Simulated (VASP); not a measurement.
# SnSe (Fm-3m) in VASP: further runs, part 3 of 3

VASP 6.6.1. The steps go on from the part before.

**5. Single point, r2SCAN+D4 (25.76 Å³/atom)**

This run uses another cell than the first one, of 25.76 Å³/atom.

Input file POSCAR:

```
SnSe
1.0
    0.0000000000      2.9532997189      2.9532997189
    2.9532997189      0.0000000000      2.9532997189
    2.9532997189      2.9532997189      0.0000000000
Sn Se
1 1
Direct
    0.0000000000      0.0000000000      0.0000000000
    0.5000000000      0.5000000000      0.5000000000
```

Input file INCAR.step1:

```
ALGO = Normal ; EDIFF = 1E-5
ENCUT = 550 ; GGA = PE
GGA_COMPAT = F ; ISMEAR = 0
LASPH = T ; LCHARG = F
LREAL = F ; LWAVE = T
NBANDS = 17 ; NELM = 120
PREC = Accurate ; SIGMA = 0.05
```

Input file INCAR.step2:

```
ALGO = Normal ; EDIFF = 1E-6
ENCUT = 550 ; GGA_COMPAT = F
ISIF = 2 ; ISMEAR = 0
ISTART = 1 ; IVDW = 13
LASPH = T ; LCHARG = T
LELF = T ; LMIXTAU = T
LREAL = F ; LVHAR = T
LWAVE = F ; METAGGA = R2SCAN
NBANDS = 17 ; NELM = 120
PREC = Accurate ; SIGMA = 0.05
VDW_A1 = 0.51559235 ; VDW_A2 = 5.77342911
VDW_S6 = 1.0 ; VDW_S8 = 0.6018749
```

Input file KPOINTS:

```
k-points
0
Gamma
  8 8 8
```

Potentials or basis: VASP PAW PBE potentials, release 64 (Sn_d, Se).

Run with:

```console
$ cat potpaw_PBE.64/Sn_d/POTCAR potpaw_PBE.64/Se/POTCAR > POTCAR
$ cp INCAR.step1 INCAR
$ mpirun -np 1 vasp_std > vasp.out
$ cp INCAR.step2 INCAR
$ mpirun -np 1 vasp_std > vasp.out
```

OUTCAR:

```text
EDIFF = 1E-6
   ENCUT = 550
   ISIF = 2
   ISMEAR = 0
   ISTART = 1
   IVDW = 13
   LASPH = T
   LREAL = F
   METAGGA = R2SCAN
   NELM = 120
   PREC = Accurate

 ion  position               nearest neighbor table
   1  0.000  0.000  0.000-   2 2.95   2 2.95   2 2.95   2 2.95   2 2.95   2 2.95
   2  0.500  0.500  0.500-   1 2.95   1 2.95   1 2.95   1 2.95   1 2.95   1 2.95

  LATTYP: Found a face centered cubic cell.
 ALAT       =     5.9065994378

  Lattice vectors:

 A1 = (   0.0000000000,   2.9532997189,   2.9532997189)
 A2 = (   2.9532997189,   0.0000000000,   2.9532997189)
 A3 = (   2.9532997189,   2.9532997189,   0.0000000000)

Analysis of symmetry for initial positions (statically):
=====================================================================
 Subroutine PRICEL returns:
 Original cell was already a primitive cell.

 Routine SETGRP: Setting up the symmetry group for a
 face centered cubic supercell.

 Subroutine GETGRP returns: Found 48 space group operations
 (whereof 48 operations were pure point group operations)
 out of a pool of 48 trial point group operations.

The static configuration has the point symmetry O_h .

Analysis of symmetry for dynamics (positions and initial velocities):
[... 161 lines left out ...]
 val. band max:        6.3345110625   @ k =   0.5000   0.0000   0.0000
 cond. band min:       7.0496676190   @ k =  -0.3750   0.1250   0.0000
 fundamental gap:      0.7151565564
 Fermi energy:         6.5601948073

 k-point     1 :       0.0000    0.0000    0.0000
  band No.  band energies     occupation
      1     -16.1769      2.00000
      2     -16.1769      2.00000
      3     -16.1713      2.00000
      4     -16.1713      2.00000
      5     -16.1713      2.00000
      6      -8.7805      2.00000
[... 457 lines left out ...]
      4     -16.1603      2.00000
      5     -16.1534      2.00000
      6      -7.4887      2.00000
[... 9 lines left out ...]
     16      17.6903      0.00000
     17      17.7855      0.00000

 [... further k-points ...]

------------------------ aborting loop because EDIFF is reached ----------------------------------------

  DFT-D4 for vdW energy calculation

  Edisp (eV):   -0.28058

  FORCE on cell =-STRESS in cart. coord.  units (eV):
  Direction    XX          YY          ZZ          XY          YZ          ZX
  --------------------------------------------------------------------------------------
  -------------------------------------------------------------------------------------
  Total       0.79935     0.79935     0.79935    -0.00000    -0.00000     0.00000
  in kB      24.85977    24.85977    24.85977    -0.00000    -0.00000     0.00000
  external pressure =       24.86 kB  Pullay stress =        0.00 kB

 VOLUME and BASIS-vectors are now :
 -----------------------------------------------------------------------------
  energy-cutoff  :      550.00
  volume of cell :       51.52
      direct lattice vectors                 reciprocal lattice vectors
     0.000000000  2.953299719  2.953299719    -0.169302153  0.169302153  0.169302153
     2.953299719  0.000000000  2.953299719     0.169302153 -0.169302153  0.169302153
     2.953299719  2.953299719  0.000000000     0.169302153  0.169302153 -0.169302153

 POSITION                                       TOTAL-FORCE (eV/Angst)
 -----------------------------------------------------------------------------------
      0.00000      0.00000      0.00000        -0.000000      0.000000      0.000000
      2.95330      2.95330      2.95330         0.000000     -0.000000     -0.000000
 -----------------------------------------------------------------------------------
    total drift:                                0.000000     -0.000000     -0.000000

  FREE ENERGIE OF THE ION-ELECTRON SYSTEM (eV)
  ---------------------------------------------------
  free  energy   TOTEN  =       -40.1307291046 eV

  energy  without entropy=      -40.1307291046  energy(sigma->0) =      -40.13072910
```

OUTCAR.step1:

```text
EDIFF = 1E-5
   ENCUT = 550
   GGA = PE
   ISMEAR = 0
   LASPH = T
[... 700 lines left out ...]
 -----------------------------------------------------------------------------------
      0.00000      0.00000      0.00000         0.000000      0.000000      0.000000
      2.95330      2.95330      2.95330        -0.000000     -0.000000     -0.000000
 -----------------------------------------------------------------------------------
    total drift:                                0.000000     -0.000000     -0.000000

  FREE ENERGIE OF THE ION-ELECTRON SYSTEM (eV)
  ---------------------------------------------------
  free  energy   TOTEN  =        -8.1701773922 eV

  energy  without entropy=       -8.1701773922  energy(sigma->0) =       -8.17017739
```

OSZICAR.step1:

```text
N       E                     dE             d eps       ncg     rms          rms(c)
DAV:   1     0.134791534738E+03    0.13479E+03   -0.10275E+04  1018   0.154E+03
DAV:   2     0.505895474435E+01   -0.12973E+03   -0.12596E+03  1018   0.362E+02
DAV:   3    -0.797640261137E+01   -0.13035E+02   -0.12930E+02  1224   0.969E+01
DAV:   4    -0.831413880061E+01   -0.33774E+00   -0.33737E+00  1127   0.164E+01
DAV:   5    -0.832378010508E+01   -0.96413E-02   -0.96408E-02  1438   0.270E+00    0.338E+00
DAV:   6    -0.817056694154E+01    0.15321E+00   -0.35770E-01  1433   0.362E+00    0.206E+00
DAV:   7    -0.816844801635E+01    0.21189E-02   -0.73709E-02  1168   0.124E+00    0.948E-01
DAV:   8    -0.817022934763E+01   -0.17813E-02   -0.75059E-03  1222   0.787E-01    0.101E-01
DAV:   9    -0.817012855030E+01    0.10080E-03   -0.10871E-03  1417   0.298E-01    0.455E-02
DAV:  10    -0.817017286593E+01   -0.44316E-04   -0.14036E-04  1212   0.685E-02    0.111E-02
DAV:  11    -0.817017739225E+01   -0.45263E-05   -0.19963E-05  1203   0.395E-02
   1 F= -.81701774E+01 E0= -.81701774E+01  d E =-.331720E-14
```

Run time: 68 s. Hardware: 1 thread of Intel Xeon Platinum 8259CL at 2.50GHz (Skylake/Cascade Lake), shared host; peak memory 0.19 GiB.

Results:

```
Free energy                : -40.1307 eV
Pressure                   : 2.5 GPa
Band gap on the k mesh     : 0.72 eV (least direct gap 0.73 eV)
Dispersion energy per atom : -0.140 eV
```

Caveat: the PAW data sets were made with another functional, which shifts forces and pressure a little; spin-orbit coupling is left out, which moves the levels of the heavy elements. A k mesh can miss the band edges.

**6. Single point, r2SCAN+D3(BJ) (25.73 Å³/atom)**

This run uses another cell than the first one, of 25.73 Å³/atom.

Input file POSCAR:

```
SnSe
1.0
    0.0000000000      2.9520309648      2.9520309648
    2.9520309648      0.0000000000      2.9520309648
    2.9520309648      2.9520309648      0.0000000000
Sn Se
1 1
Direct
    0.0000000000      0.0000000000      0.0000000000
    0.5000000000      0.5000000000      0.5000000000
```

Input file INCAR.step1:

```
SYSTEM = SnSe
PREC = Accurate ; ENCUT = 550
ISMEAR = 0 ; SIGMA = 0.05
LREAL = .FALSE. ; LASPH = .TRUE.
NELM = 120 ; NBANDS = 17
GGA = PE ; ALGO = Normal
EDIFF = 1E-5 ; LWAVE = .TRUE.
LCHARG = .FALSE. ; GGA_COMPAT = .FALSE.
```

Input file INCAR.step2:

```
SYSTEM = SnSe
PREC = Accurate ; ENCUT = 550
EDIFF = 1E-6 ; ISMEAR = 0
SIGMA = 0.05 ; LREAL = .FALSE.
LASPH = .TRUE. ; NELM = 120
ALGO = Normal ; ISIF = 2
LWAVE = .FALSE. ; LCHARG = .FALSE.
METAGGA = R2SCAN ; LMIXTAU = .TRUE.
IVDW = 12 ; VDW_S6 = 1.0
VDW_S8 = 0.78981345 ; VDW_A1 = 0.49484001
VDW_A2 = 5.73083694 ; NBANDS = 17
ISTART = 1 ; GGA_COMPAT = .FALSE.
```

Input file KPOINTS:

```
regular mesh
0
G
  8 8 8
  0 0 0
```

Potentials or basis: VASP PAW PBE potentials, release 64 (Sn_d, Se).

Run with:

```console
$ cat potpaw_PBE.64/Sn_d/POTCAR potpaw_PBE.64/Se/POTCAR > POTCAR
$ cp INCAR.step1 INCAR
$ mpirun -np 1 vasp_std > vasp.out
$ cp INCAR.step2 INCAR
$ mpirun -np 1 vasp_std > vasp.out
```

Wall time 61 s (1 thread of Intel Xeon Platinum 8259CL at 2.50GHz (Skylake/Cascade Lake), shared host); peak memory 0.2 GiB.

The run converged. Its results:

| Item | Value |
| --- | --- |
| Free energy | -40.2003 eV |
| Pressure | 2.3 GPa |
| Band gap on the k mesh | 0.72 eV (least direct gap 0.74 eV) |
| Dispersion energy per atom | -0.176 eV |

Levels at points of the mesh, in eV from the valence-band top:
```tsv
k point	band 7	band 8	band 9	band 10	band 11	band 12	band 13	band 14
(0.00, 0.00, 0.00)	-5.00	-2.79	-2.79	-2.79	4.62	4.62	4.62	5.99
(0.50, 0.00, 0.00)	-8.87	-2.51	-2.51	0.00	0.74	1.12	1.12	8.78
(0.50, 0.50, 0.00)	-6.35	-6.34	-4.37	-4.37	2.94	5.85	5.85	6.60
```

Caveat: three body term missing; the PAW data sets were made with another functional, which shifts forces and pressure a little; spin-orbit coupling is left out, which moves the levels of the heavy elements. A k mesh can miss the band edges.

**7. Summary**

| level | potentials or basis | cell | cutoff (eV) | gap on the mesh (eV) | pressure (GPa) |
| --- | --- | --- | --- | --- | --- |
| revPBE+D3(BJ) | VASP PAW PBE potentials, release 64 (Sn_d, Se) | a = 4.257 Å, angles 60.0°, 2 atoms | 500 | 0.55 | -2.0 |
| LDA | VASP PAW LDA potentials, release 64 (Sn_d, Se) | a = 4.257 Å, angles 60.0°, 2 atoms | 500 | 0.63 | -3.3 |
| PBEsol+D3(BJ) | VASP PAW PBE potentials, release 64 (Sn_d, Se) | a = 4.257 Å, angles 60.0°, 2 atoms | 500 | 0.65 | -3.9 |
| r2SCAN+D4 | VASP PAW PBE potentials, release 64 (Sn_d, Se) | a = 4.177 Å, angles 60.0°, 2 atoms | 550 | 0.72 | 2.5 |
| r2SCAN+D3(BJ) | VASP PAW PBE potentials, release 64 (Sn_d, Se) | a = 4.175 Å, angles 60.0°, 2 atoms | 550 | 0.72 | 2.3 |

Alike in all rows: task single point; no spin polarisation; k mesh 8 × 8 × 8; smearing gaussian 0.05 eV.

Caveats: spin-orbit coupling is left out, which moves the levels of the heavy elements; the PAW data sets were made with another functional, which shifts forces and pressure a little (at least some runs); the cell stands under tension (at least some runs); three body term missing (at least some runs).

Total energies depend on the potentials used, so only differences within one code and one set of settings carry meaning.
